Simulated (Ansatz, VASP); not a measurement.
**Zn3Se2S: VASP beside Ansatz**

The input INCAR:

```
SYSTEM = Zn3Se2S
PREC = Accurate ; ENCUT = 520
EDIFF = 1E-6 ; ISMEAR = 0
SIGMA = 0.1 ; LREAL = .FALSE.
LASPH = .TRUE. ; NELM = 80
ALGO = Normal ; ISIF = 2
LWAVE = .FALSE. ; LCHARG = .FALSE.
GGA = PE ; NBANDS = 66
```

Contents of KPOINTS:

```
Automatic mesh
0
G
  4 2 4
  0 0 0
```

Contents of POSCAR:

```
Zn3Se2S
1.0
    0.0000000000     -3.9856662000      0.0000000000
    7.9713324000      0.0000000000      0.0000000000
   -1.9928331000      1.9928331000      8.4518954000
Zn Se S
6 4 2
Direct
    0.8275020000      0.4137510000      0.6550040000
    0.8275020000      0.9137510000      0.6550040000
    0.5000000000      0.2500000000      0.0000000000
    0.5000000000      0.7500000000      0.0000000000
    0.1724980000      0.0862490000      0.3449960000
    0.1724980000      0.5862490000      0.3449960000
    0.5862100000      0.0431050000      0.1724200000
    0.5862100000      0.5431050000      0.1724200000
    0.9137900000      0.2068950000      0.8275800000
    0.9137900000      0.7068950000      0.8275800000
    0.2500000000      0.3750000000      0.5000000000
    0.2500000000      0.8750000000      0.5000000000
```

Input for Ansatz:

```yaml
crystal:
  lattice:
    - [0.0, -3.9856662, 0.0]
    - [7.9713324, 0.0, 0.0]
    - [-1.9928331, 1.9928331, 8.4518954]
  atoms:
    - { symbol: Zn, position: [0.827502, 0.413751, 0.655004] }
    - { symbol: Zn, position: [0.827502, 0.913751, 0.655004] }
    - { symbol: Zn, position: [0.5, 0.25, 0.0] }
    - { symbol: Zn, position: [0.5, 0.75, 0.0] }
    - { symbol: Zn, position: [0.172498, 0.086249, 0.344996] }
    - { symbol: Zn, position: [0.172498, 0.586249, 0.344996] }
    - { symbol: Se, position: [0.58621, 0.043105, 0.17242] }
    - { symbol: Se, position: [0.58621, 0.543105, 0.17242] }
    - { symbol: Se, position: [0.91379, 0.206895, 0.82758] }
    - { symbol: Se, position: [0.91379, 0.706895, 0.82758] }
    - { symbol: S, position: [0.25, 0.375, 0.5] }
    - { symbol: S, position: [0.25, 0.875, 0.5] }
basis:
  ecutwfc: 420
kpoints:
  mp_grid: { grid: [4, 2, 4] }
hamiltonian:
  xc: pbe
scf:
  occupations: { method: gaussian, width: 0.1 }
  lower_state_search: "off"
output:
  forces: true
  stress: true
  eigenvalues: true
```

Alike in both runs: task single point; functional PBE; k mesh 4 × 2 × 4; occupations gaussian, width 0.1 eV; no spin polarisation.

|  | VASP | Ansatz |
| --- | --- | --- |
| version | VASP 6.6.1 | Ansatz 0.2.0 |
| potentials or method | VASP PAW PBE potentials, release 64 (Zn, Se, S), cutoff 520 eV | scalar-relativistic, plane waves, PAW |
| valence electrons in the cell | 108 | 148 |

```tsv
	VASP	Ansatz	Ansatz less VASP
gap on the k mesh at the Fermi level (eV)	1.36	1.36	-0.001
least direct gap on the mesh (eV)	1.36	1.36	-0.001
pressure (GPa)	0.3	0.1	-0.19
traceless stress, the component that is largest in VASP (GPa)	-0.24	-0.24	+0.002
```

VASP's potentials hold 108 valence electrons a cell and Ansatz's 148, so a difference there can come from the potentials and not from the codes.
